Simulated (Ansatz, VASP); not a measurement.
# One calculation of Cu, two programs

```
Cu
1.0
     0.00000    1.78098    1.86173
     1.78098    0.00000    1.86173
     1.78098    1.78098    0.00000
Cu
1
Direct
  0.00000 0.00000 0.00000
```

Change from the starting cell: z stretched by +3 % at fixed volume.

Alike in both runs: task single point; functional PBE; k mesh 17 × 17 × 17; occupations fermi-dirac, width 0.03 eV; no spin polarisation.

|  | VASP | Ansatz |
| --- | --- | --- |
| version | VASP 6.6.1 | Ansatz 0.2.0 |
| potentials or method | VASP PAW PBE potentials, release 64 (Cu), cutoff 600 eV | all-electron LAPW, scalar-relativistic |

Ansatz gave:

- pressure (GPa): 1.7
- traceless stress, the component that is largest in VASP (GPa): -2.30

Task: What did VASP give for the same quantities?

Result: Pressure (GPa): 2.3; traceless stress, the component that is largest in VASP (GPa): -2.19.

Ansatz ran all-electron here, and VASP with PAW potentials.
